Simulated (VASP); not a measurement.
## SiNi (WC type): relaxation of cell and atoms with PBE

The system is SiNi (WC type).

```xyz
2
Lattice="2.9033 0.0000 0.0000 -1.4516 2.5143 0.0000 0.0000 0.0000 2.8452" Properties=species:S:1:pos:R:3 pbc="T T T"
Ni    0.0000    0.0000    0.0000
Si    0.0000    1.6762    1.4226
```

```yaml
Program: VASP 6.6.1
Task: relaxation of cell and atoms
Functional: PBE
Potentials_or_basis: VASP PAW PBE potentials, release 64 (Ni, Si)
Cutoff: 600 eV
k_mesh: 16 × 16 × 14
Occupations: fermi-dirac, width 0.08 eV
Spin: no spin polarisation
Target_pressure: 61 GPa
Dipole_correction: no
Further_INCAR_settings: ALGO = Normal; EDIFF = 1e-07; IBRION = 2; EDIFFG = -0.005; NSW = 60; ISIF = 3
```

```json
{"Relaxed volume": "9.40 Å³/atom", "Relaxed cell": "a = 2.486 Å, b = 2.486 Å, c = 3.511 Å, α = 90.00°, β = 90.00°, γ = 120.00°", "Space group after relaxing (to 0.05 Å)": "P-6m2 (No. 187)", "Energy change on relaxing (the enthalpy is what falls)": "+0.7 meV/atom", "Ionic steps": "23", "Pressure after relaxing": "61.0 GPa", "Band gap on the k mesh": "zero (band 7 reaches 15.87 eV, above the bottom of band 8 at 14.43 eV)"}
```

The path:
```
step  energy change (eV)  largest force (eV/Å)  pressure (GPa)  volume (Å³)
   1              0.0000                0.0000           49.08        20.77
   2              0.9795                0.0000           98.72        18.53
   3              0.2364                0.0000           61.92        20.07
   4              0.2466                0.0000           62.62        19.96
   5              0.2221                0.0000           65.06        19.54
   6              0.2146                0.0000           74.90        18.43
   7              3.6626                0.0000          195.68        15.37
   8              0.2957                0.0000           79.14        18.15
   9              0.3833                0.0000           82.91        17.94
  10              0.3699                0.0000           81.82        17.96
  11              0.3416                0.0000           78.87        18.02
  12              0.3154                0.0000           77.53        18.07
  13              0.2395                0.0000           73.63        18.23
  14              0.0991                0.0000           66.25        18.55
  15             -0.1397                0.0000           53.05        19.19
  16             -0.0028                0.0000           60.75        18.81
  17              0.0032                0.0000           61.07        18.79
  18              0.0032                0.0000           61.18        18.79
  19              0.0034                0.0000           61.11        18.79
  20              0.0038                0.0000           61.16        18.79
  21              0.0045                0.0000           61.24        18.79
  22              0.0034                0.0000           61.16        18.79
  23              0.0014                0.0000           61.05        18.80
```

Final structure:
```
Ni Si
1.0
     2.48632    0.00000    0.00000
    -1.24316    2.15322    0.00000
     0.00000    0.00000    3.51073
Ni Si
1 1
Direct
  0.00000 0.00000 0.00000
  0.33333 0.66667 0.50000
```

Levels at points of the mesh, in eV from the Fermi level:
| k point | band 3 | band 4 | band 5 | band 6 | band 7 | band 8 | band 9 | band 10 | band 11 |
| --- | --- | --- | --- | --- | --- | --- | --- | --- | --- |
| (0.00, 0.00, 0.00) | -4.92 | -3.25 | -3.25 | -2.52 | -2.52 | 2.00 | 11.97 | 11.97 | 13.14 |
| (0.50, 0.00, 0.00) | -5.79 | -5.10 | -3.02 | -1.31 | -0.47 | 2.75 | 4.87 | 5.46 | 6.88 |
| (0.00, 0.00, 0.50) | -4.21 | -3.22 | -3.22 | -2.68 | -2.68 | 8.94 | 12.81 | 12.81 | 13.75 |
| (0.50, 0.00, 0.50) | -6.10 | -3.45 | -3.41 | -3.34 | -1.31 | -0.22 | 2.36 | 7.99 | 8.24 |

Wall time 7.2 min on 1 thread of AMD EPYC 9R45 96-Core Processor (Zen 5), on a shared host, peak memory 0.19 GiB.

Caveat: the cell is relaxed towards a set pressure, so the enthalpy falls and the energy may rise. Spin polarisation is off, so any magnetic state and its effect on volume and gap are missing.
